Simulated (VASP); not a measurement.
# LiSi64 (a cell with a defect) in VASP: single point with PBEsol

Aim: the single point of LiSi64 (a cell with a defect) with PBEsol.

Program: VASP 6.6.1. These are calculated values, not measurements. Logs are shortened: lines on timing, memory, paths and dates and some standing lists are left out, and cuts for length are marked.

## Step 1: The cell of the first run

The cell holds a defect, 65 atoms: a = 10.866 Å, b = 10.866 Å, c = 10.866 Å, α = 90.00°, β = 90.00°, γ = 90.00°.

## Step 2: Single point, PBEsol

INCAR

```
PREC     = Accurate       # precision mode
ENCUT    = 650            # plane-wave cutoff, eV
EDIFF    = 1E-6           # SCF threshold, eV
ISMEAR   = -1             # smearing method
SIGMA    = 0.05           # smearing width, eV
LREAL    = Auto         
LASPH    = T              # aspherical terms in the spheres
NELM     = 120            # most SCF steps
ALGO     = Normal         # electronic algorithm
ISIF     = 2              # what is computed and relaxed
LWAVE    = F              # write WAVECAR
LCHARG   = F              # write CHGCAR
GGA      = PS             # functional
NELECT   = 258.0        
NBANDS   = 168            # bands
GGA_COMPAT= F
```

KPOINTS

```
regular mesh
0
Gamma
  1 1 1
```

POSCAR

```
LiSi64
1.0
   10.8655790000      0.0000000000      0.0000000000
    0.0000000000     10.8655790000      0.0000000000
    0.0000000000      0.0000000000     10.8655790000
Si Li
64 1
Direct
    0.9995900000      0.9998600000      0.9992800000
    0.9999100000      0.0001900000      0.5000000000
    0.9998500000      0.5000700000      0.0000700000
    0.0001000000      0.5002000000      0.4994900000
    0.4997900000      0.0001300000      0.0000700000
    0.4999200000      0.0003800000      0.4994900000
    0.4996100000      0.4999000000      0.9986200000
    0.5001300000      0.5004100000      0.5014200000
    0.1237900000      0.1240600000      0.1255900000
    0.1249600000      0.1252500000      0.6249100000
    0.1249700000      0.6257400000      0.1244800000
    0.1243200000      0.6247600000      0.6258400000
    0.6254500000      0.1252500000      0.1244800000
    0.6244800000      0.1246000000      0.6258400000
    0.6292100000      0.6294800000      0.1207700000
    0.6257800000      0.6260700000      0.6252900000
    0.2455800000      0.2458800000      0.9956200000
    0.2496000000      0.2499000000      0.4998800000
    0.2495800000      0.7502700000      0.9995000000
    0.2466500000      0.7535600000      0.5033000000
    0.7499600000      0.2498800000      0.9995000000
    0.7532800000      0.2469400000      0.5033000000
    0.7532400000      0.7535400000      0.9967200000
    0.7503000000      0.7506000000      0.5002300000
    0.3696800000      0.3699400000      0.1195400000
    0.3745100000      0.3747700000      0.6248400000
    0.3744900000      0.8752700000      0.1243600000
    0.3760500000      0.8761300000      0.6257700000
    0.8750100000      0.3747600000      0.1243600000
    0.8758800000      0.3763100000      0.6257700000
    0.8758700000      0.8761200000      0.1259400000
    0.8753100000      0.8755600000      0.6251900000
    0.2501600000      0.0000700000      0.2496700000
    0.2493900000      0.9998500000      0.7495100000
    0.2487000000      0.4999100000      0.2495300000
    0.2501700000      0.4999900000      0.7497300000
    0.7496200000      0.0003600000      0.2498600000
    0.7500600000      0.0001200000      0.7497900000
    0.7514700000      0.5003100000      0.2499800000
    0.7496200000      0.5002000000      0.7500300000
    0.3745000000      0.1252600000      0.3753100000
    0.3755800000      0.1241000000      0.8737700000
    0.3707600000      0.6296200000      0.3792300000
    0.3745000000      0.6256900000      0.8748800000
    0.8758500000      0.1246200000      0.3745000000
    0.8749300000      0.1251900000      0.8748500000
    0.8752900000      0.6260300000      0.3756800000
    0.8758400000      0.6248400000      0.8743200000
    0.9997800000      0.2504100000      0.2496900000
    0.9995800000      0.2496500000      0.7495300000
    0.0000800000      0.7498800000      0.2498800000
    0.9998400000      0.7503100000      0.7498100000
    0.4996300000      0.2489700000      0.2495600000
    0.4997100000      0.2504200000      0.7497400000
    0.5000400000      0.7517400000      0.2500000000
    0.4999300000      0.7498900000      0.7500500000
    0.1249700000      0.3748000000      0.3753000000
    0.1238200000      0.3758800000      0.8737500000
    0.1243500000      0.8761500000      0.3744900000
    0.1249200000      0.8752300000      0.8748400000
    0.6293500000      0.3710600000      0.3792300000
    0.6254200000      0.3748000000      0.8748600000
    0.6257600000      0.8755900000      0.3756600000
    0.6245500000      0.8761400000      0.8743000000
    0.4998400000      0.5001300000      0.2502300000
```

Potentials or basis: VASP PAW PBE potentials, release 64 (Si, Li_sv).

Run with:

```console
> cat potpaw_PBE.64/Si/POTCAR potpaw_PBE.64/Li_sv/POTCAR > POTCAR
> mpirun -np 1 vasp_gam > vasp.out
```

OUTCAR:

```text
PREC = Accurate
   ENCUT = 650
   EDIFF = 1E-6
   ISMEAR = -1
   LREAL = Auto
   LASPH = T
   NELM = 120
   ISIF = 2
   GGA = PS
   NELECT = 258.0

 ion  position               nearest neighbor table
   1  1.000  1.000  0.999-  31 2.35  60 2.35  46 2.35   9 2.35
   2  1.000  0.000  0.500-  45 2.35  59 2.35  32 2.35  10 2.35
   3  1.000  0.500  0.000-  29 2.35  58 2.35  48 2.35  11 2.35
   4  0.000  0.500  0.499-  30 2.35  47 2.35  57 2.35  12 2.35
   5  0.500  0.000  0.000-  27 2.35  42 2.35  64 2.35  13 2.35
   6  0.500  0.000  0.499-  28 2.35  63 2.35  41 2.35  14 2.35
   7  0.500  0.500  0.999-  44 2.35  62 2.35  25 2.39  15 2.39  65 2.73
   8  0.500  0.500  0.501-  26 2.35  16 2.35  61 2.39  43 2.39  65 2.73
   9  0.124  0.124  0.126-  17 2.34  33 2.35  49 2.35   1 2.35
  10  0.125  0.125  0.625-  18 2.35  50 2.35  34 2.35   2 2.35
  11  0.125  0.626  0.124-  19 2.35  51 2.35  35 2.35   3 2.35
  12  0.124  0.625  0.626-  20 2.34  52 2.35  36 2.35   4 2.35
  13  0.625  0.125  0.124-  21 2.35  37 2.35  53 2.35   5 2.35
  14  0.624  0.125  0.626-  22 2.34  38 2.35  54 2.35   6 2.35
  15  0.629  0.629  0.121-  23 2.33  39 2.39  55 2.39   7 2.39  65 2.44
  16  0.626  0.626  0.625-  24 2.35  56 2.35  40 2.35   8 2.35
  17  0.246  0.246  0.996-  25 2.33   9 2.34  42 2.34  58 2.34
[... 32 lines left out ...]
  50  1.000  0.250  0.750-  30 2.35  10 2.35  46 2.35  58 2.35
  51  0.000  0.750  0.250-  31 2.35  11 2.35  47 2.35  59 2.35
  52  1.000  0.750  0.750-  48 2.35  12 2.35  32 2.35  60 2.35
  53  0.500  0.249  0.250-  41 2.35  13 2.35  25 2.39  61 2.39  65 2.73
  54  0.500  0.250  0.750-  26 2.35  42 2.35  14 2.35  62 2.35
  55  0.500  0.752  0.250-  27 2.35  63 2.35  43 2.39  15 2.39  65 2.73
  56  0.500  0.750  0.750-  28 2.35  16 2.35  44 2.35  64 2.35
  57  0.125  0.375  0.375-  18 2.35   4 2.35  35 2.35  49 2.35
  58  0.124  0.376  0.874-  17 2.34   3 2.35  36 2.35  50 2.35
  59  0.124  0.876  0.374-  20 2.34   2 2.35  33 2.35  51 2.35
  60  0.125  0.875  0.875-  19 2.35   1 2.35  34 2.35  52 2.35
  61  0.629  0.371  0.379-  22 2.33  39 2.39   8 2.39  53 2.39  65 2.43
  62  0.625  0.375  0.875-  21 2.35  40 2.35   7 2.35  54 2.35
  63  0.626  0.876  0.376-  24 2.35  37 2.35   6 2.35  55 2.35
  64  0.625  0.876  0.874-  23 2.35  38 2.35   5 2.35  56 2.35
  65  0.500  0.500  0.250-  43 2.43  61 2.43  15 2.44  25 2.45  35 2.73  53 2.73   8 2.73  55 2.73
                             7 2.73  39 2.73

  LATTYP: Found a simple cubic cell.
 ALAT       =    10.8655790000

  Lattice vectors:

 A1 = (  10.8655790000,   0.0000000000,   0.0000000000)
 A2 = (   0.0000000000,  10.8655790000,   0.0000000000)
 A3 = (   0.0000000000,   0.0000000000,  10.8655790000)

Analysis of symmetry for initial positions (statically):
=====================================================================
 Subroutine PRICEL returns:
 Original cell was already a primitive cell.

 Routine SETGRP: Setting up the symmetry group for a
 simple cubic supercell.

 Subroutine GETGRP returns: Found  1 space group operations
 (whereof  1 operations were pure point group operations)
 out of a pool of 48 trial point group operations.

The static configuration has the point symmetry C_1 .

Analysis of symmetry for dynamics (positions and initial velocities):
=====================================================================
 Subroutine PRICEL returns:
 Original cell was already a primitive cell.

 Routine SETGRP: Setting up the symmetry group for a
 simple cubic supercell.

 Subroutine GETGRP returns: Found  1 space group operations
 (whereof  1 operations were pure point group operations)
 out of a pool of 48 trial point group operations.

The dynamic configuration has the point symmetry C_1 .

 Subroutine INISYM returns: Found  1 space group operations
 (whereof  1 operations are pure point group operations),
 and found     1 'primitive' translations

[... 155 lines left out ...]
 generate k-points for:    1    1    1

 Generating k-lattice:

  Cartesian coordinates                     Fractional coordinates (reciprocal lattice)
     0.092033752  0.000000000  0.000000000     1.000000000  0.000000000  0.000000000
     0.000000000  0.092033752  0.000000000     0.000000000  1.000000000  0.000000000
     0.000000000  0.000000000  0.092033752     0.000000000  0.000000000  1.000000000

  Length of vectors
     0.092033752  0.092033752  0.092033752

  Shift w.r.t. Gamma in fractional coordinates (k-lattice)
     0.000000000  0.000000000  0.000000000

 Subroutine IBZKPT returns following result:
 ===========================================

 Found      1 irreducible k-points:

 Following reciprocal coordinates:
            Coordinates               Weight
  0.000000  0.000000  0.000000      1.000000
   k-points           NKPTS =      1   k-points in BZ     NKDIM =      1   number of bands    NBANDS=    168
   number of dos      NEDOS =    301   number of ions     NIONS =     65
   total plane-waves  NPLWV = 729000
   dimension x,y,z NGX =    90 NGY =   90 NGZ =   90
   dimension x,y,z NGXF=   180 NGYF=  180 NGZF=  180
   ions per type =              64   1
   NGX,Y,Z   is equivalent  to a cutoff of  13.77, 13.77, 13.77 a.u.
   NGXF,Y,Z  is equivalent  to a cutoff of  27.54, 27.54, 27.54 a.u.
 SYSTEM =  unknown system
   PREC   = accura    normal or accurate (medium, high low for compatibility)
   ISTART =      0    job   : 0-new  1-cont  2-samecut
   ICHARG =      2    charge: 1-file 2-atom 10-const
   ISPIN  =      1    spin polarized calculation?
   LNONCOLLINEAR =      F non collinear calculations
   LSORBIT =      F    spin-orbit coupling
   LASPH  =      T    aspherical Exc in radial PAW
   ENCUT  =  650.0 eV  47.77 Ry    6.91 a.u.  22.59 22.59 22.59*2*pi/ulx,y,z
   NELM   =    120;   NELMIN=  2; NELMDL= -5     # of ELM steps
   EDIFF  = 0.1E-05   stopping-criterion for ELM
   LREAL  =      T    real-space projection
   EDIFFG = 0.1E-04   stopping-criterion for IOM
   NSW    =      0    number of steps for IOM
[... 5 lines left out ...]
   TEBEG  =    0.0;   TEEND  =   0.0 temperature during run
   PSTRESS=    0.0 pullay stress
   NELECT =     258.0000    total number of electrons
   NUPDOWN=      -1.0000    fix difference up-down
   EMIN   =  10.00;   EMAX   =-10.00  energy-range for DOS
   EFERMI =   0.00;   METHOD = LEGACY
   ISMEAR =    -1;   SIGMA  =   0.05  broadening in eV -4-tet -1-fermi 0-gaus
   EFERMI_NEDOS =   21; number of points for ismear=-14 and -15
   IALGO  =     38    algorithm
   IMIX   =      4    mixing-type and parameters
     AMIX     =   0.40;   BMIX     =  1.00
     AMIX_MAG =   1.60;   BMIX_MAG =  1.00
  volume/ion in A,a.u.               =      19.74       133.18
  Fermi-wavevector in a.u.,A,eV,Ry     =   0.959169  1.812567 12.517434  0.920005
  Thomas-Fermi vector in A             =   2.088341
   LORBIT       =      0    0 simple, 1 ext, 2 COOP (PROOUT), +10 PAW based schemes
   GGA     = PS    functional components
   LHFCALC =     F    Hartree Fock is set to
   AEXX    =    0.0000 exact exchange contribution
   IVDW    =     0    specifies the selected vdW correction
   LEPSILON=     F    determine dielectric tensor
   LRPA    =     F    only Hartree local field effects (RPA)
 non-spin polarized calculation
  energy-cutoff  :      650.00
  volume of cell :     1282.80
 maximum number of plane-waves:     24245
 NGX is ok and might be reduce to    90
   NGX = 45   NGY = 45   NGZ = 45

 number of electron     257.9999983 magnetization

 Free energy of the ion-electron system (eV)
  ---------------------------------------------------
  ext. energy  EPLUGINS =         0.00000000
  ---------------------------------------------------
  free energy    TOTEN  =      -368.83466089 eV

  energy without entropy =     -368.81267123  energy(sigma->0) =     -368.82366606

 E-fermi :   6.1371     XC(G=0):  -9.5385

 val. band max:        5.8942451965   @ k =   0.0000   0.0000   0.0000
 cond. band min:       6.4174529708   @ k =   0.0000   0.0000   0.0000
 fundamental gap:      0.5232077743
 Fermi energy:         6.1371008286

 k-point     1 :       0.0000    0.0000    0.0000
  band No.  band energies     occupation
      1     -40.0443      2.00000
      2      -6.1200      2.00000
      3      -5.0582      2.00000
      4      -5.0490      2.00000
      5      -5.0472      2.00000
      6      -5.0470      2.00000
[... 133 lines left out ...]
    140       6.8831      0.00000
    141       6.8970      0.00000
 [bands above 141 left out]

------------------------ aborting loop because EDIFF is reached ----------------------------------------

  FORCE on cell =-STRESS in cart. coord.  units (eV):
  Direction    XX          YY          ZZ          XY          YZ          ZX
  --------------------------------------------------------------------------------------
  -------------------------------------------------------------------------------------
  Total        1.8701751      1.8661615      1.8461871     -0.5916648     -0.5936698     -0.6039729
  in kB        2.3357924      2.3307795      2.3058320     -0.7389715     -0.7414757     -0.7543439
  external PRESSURE =       2.3241346 kB  Pullay stress =       0.0000000 kB

 VOLUME and BASIS-vectors are now :
 -----------------------------------------------------------------------------
  energy-cutoff  :      650.00
  volume of cell :     1282.80
      direct lattice vectors                 reciprocal lattice vectors
    10.865579000  0.000000000  0.000000000     0.092033752  0.000000000  0.000000000
     0.000000000 10.865579000  0.000000000     0.000000000  0.092033752  0.000000000
     0.000000000  0.000000000 10.865579000     0.000000000  0.000000000  0.092033752

 POSITION                                       TOTAL-FORCE (eV/Angst)
 -----------------------------------------------------------------------------------
     10.86112     10.86406     10.85776         0.022197      0.026073      0.041301
     10.86460      0.00206      5.43279         0.025467      0.029329      0.029266
     10.86395      5.43355      0.00076         0.021461      0.032898      0.025794
      0.00109      5.43496      5.42725         0.022181      0.034355      0.017506
      5.43051      0.00141      0.00076         0.027666      0.025337      0.026034
      5.43192      0.00413      5.42725         0.029897      0.024795      0.018295
[... 57 lines left out ...]
      6.78610      9.51977      9.49978        -0.029436     -0.018555     -0.026494
      5.43105      5.43420      2.71889        -0.017859     -0.024752     -0.036159
 -----------------------------------------------------------------------------------
    total drift:                                0.023013     -0.025165      0.023460

  FREE ENERGIE OF THE ION-ELECTRON SYSTEM (eV)
  ---------------------------------------------------
  free  energy   TOTEN  =      -368.8346608860 eV

  energy  without entropy=     -368.8126712305  energy(sigma->0) =     -368.82366606
```

Wall time 4.6 min (1 thread of Intel Xeon Platinum 8375C at 2.90GHz (Ice Lake), shared host); peak memory 1.2 GiB.

What came out:

```yaml
Free_energy: -368.8347 eV
Largest_force: 0.191 eV/Å
```

Forces in eV/Å, atoms in the order of the input:
```
Si   0.022  0.026  0.041
Si   0.025  0.029  0.029
Si   0.021  0.033  0.026
Si   0.022  0.034  0.018
Si   0.028  0.025  0.026
Si   0.030  0.025  0.018
Si   0.009  0.009  0.004
Si   0.013  0.016  0.006
Si  -0.031 -0.029 -0.043
Si  -0.030 -0.032 -0.024
Si  -0.033 -0.037 -0.020
Si  -0.030 -0.029 -0.021
Si  -0.035 -0.032 -0.018
Si  -0.028 -0.030 -0.022
Si  -0.066 -0.063  0.037
Si  -0.036 -0.035 -0.015
Si   0.019  0.019  0.017
Si   0.021  0.020  0.029
Si   0.022  0.027  0.025
Si   0.021  0.027  0.022
Si   0.029  0.022  0.027
Si   0.026  0.022  0.021
Si   0.027  0.026  0.022
Si   0.026  0.024  0.027
Si   0.107  0.109  0.115
Si  -0.013 -0.012 -0.012
Si  -0.011 -0.012 -0.014
Si  -0.055 -0.020 -0.022
Si  -0.012 -0.013 -0.014
Si  -0.021 -0.055 -0.021
Si  -0.022 -0.019 -0.054
Si  -0.027 -0.027 -0.031
Si   0.024  0.021  0.034
Si   0.049  0.029  0.027
Si   0.015  0.011  0.012
Si   0.025  0.031  0.023
Si   0.028  0.018  0.031
Si   0.029  0.027  0.026
Si   0.007  0.017  0.015
Si   0.027  0.031  0.020
Si  -0.015 -0.036 -0.030
Si  -0.038 -0.028 -0.027
Si   0.034 -0.066 -0.062
Si  -0.017 -0.033 -0.029
Si  -0.019 -0.029 -0.027
Si  -0.020 -0.031 -0.027
Si  -0.010 -0.037 -0.033
Si  -0.019 -0.033 -0.026
Si   0.026  0.022  0.033
Si   0.028  0.049  0.029
Si   0.023  0.024  0.030
Si   0.029  0.029  0.028
Si   0.012  0.016  0.011
Si   0.034  0.024  0.027
Si   0.015  0.006  0.014
Si   0.029  0.022  0.022
Si  -0.034 -0.016 -0.030
Si  -0.029 -0.039 -0.026
Si  -0.028 -0.019 -0.029
Si  -0.030 -0.022 -0.030
Si  -0.069  0.035 -0.062
Si  -0.038 -0.016 -0.028
Si  -0.038 -0.011 -0.031
Si  -0.029 -0.019 -0.026
Li  -0.018 -0.025 -0.036
```

Levels at points of the mesh, in eV from the Fermi level:
```csv
k point,band 125,band 126,band 127,band 128,band 129,band 130,band 131,band 132,band 133,band 134
"(0.00, 0.00, 0.00)",-1.44,-1.44,-0.27,-0.27,-0.24,0.28,0.28,0.28,0.30,0.30
```

Caveat: the k points lie up to 0.58 Å⁻¹ apart; the cell carries a net charge on a neutralising background, which shifts energy and pressure; the cell is charged against a uniform background, so pressure and absolute levels hang on convention; the PAW data sets were made with another functional, which shifts forces and pressure a little.
